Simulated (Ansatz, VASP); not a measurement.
## CaSe in VASP and in Ansatz

```
Ca Se
1.0
     0.00000    2.97897    2.97897
     2.97897    0.00000    2.97897
     2.97897    2.97897    0.00000
Ca Se
1 1
Direct
  0.00000 0.00000 0.00000
  0.50000 0.50000 0.50000
```

Alike in both runs: functional PBE; k mesh 12 × 12 × 12; occupations fermi-dirac, width 0.08 eV; no spin polarisation.

Ansatz relaxed the structure, and its values are those at the end. VASP's run is a single point on that final structure, the one shown.

```csv
,VASP,Ansatz
version,VASP 6.6.1,Ansatz 0.2.0
potentials or method,"VASP PAW PBE potentials, release 64 (Ca_sv, Se)","PAW with Ansatz's default frozen-core files, scalar-relativistic"
plane-wave cutoff (eV),520,420
valence electrons in the cell,16,26
```

|  | VASP | Ansatz | Ansatz less VASP |
| --- | --- | --- | --- |
| pressure (GPa) | 0.2 | 0.0 | -0.16 |

VASP's potentials hold 16 valence electrons a cell and Ansatz's 26, so a difference there can come from the potentials and not from the codes.
